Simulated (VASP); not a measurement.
A run of VASP 6.6.1 is set up as follows.

File INCAR:

```
ALGO     = Normal         # electronic algorithm
EDIFF    = 1E-6           # SCF threshold, eV
ENCUT    = 520            # plane-wave cutoff, eV
GGA      = CA             # functional
ISIF     = 2              # what is computed and relaxed
ISMEAR   = -1             # smearing method
LASPH    = True           # aspherical terms in the spheres
LCHARG   = False          # write CHGCAR
LREAL    = False          # projectors in reciprocal space
LWAVE    = False          # write WAVECAR
NBANDS   = 17             # bands
NELM     = 80             # most SCF steps
PREC     = Accurate       # precision mode
SIGMA    = 0.05           # smearing width, eV
```

Contents of KPOINTS:

```
k-points
0
Gamma
  6 6 6
```

File POSCAR:

```
PbS
1.0
    4.1567541477      0.0000000000      0.0000000000
   -2.0783770738      3.5998543214      0.0000000000
    0.0000000000      0.0000000000      3.8502791378
Pb S
1 1
Direct
    0.0000000000      0.0000000000      0.0000000000
    0.6666666667      0.3333333333      0.5000000000
```

Potentials or basis: VASP PAW LDA potentials, release 64 (Pb_d, S).

Command:

```bash
$ cat potpaw_LDA.64/Pb_d/POTCAR potpaw_LDA.64/S/POTCAR > POTCAR
$ mpirun -np 1 vasp_std > vasp.out
```

Problem. What does it give for the pressure?

Solution. -6.4 GPa.

Problem. Predict the band gap on the k mesh.

Solution. Zero (band 10 reaches 4.47 eV, above the bottom of band 11 at 4.11 eV).

Stress tensor (GPa, compression positive):
```
-5.97  0.00  0.00
 0.00 -5.97  0.00
 0.00  0.00 -7.12
```

Caveat: spin-orbit coupling is left out, which moves the levels of the heavy elements.
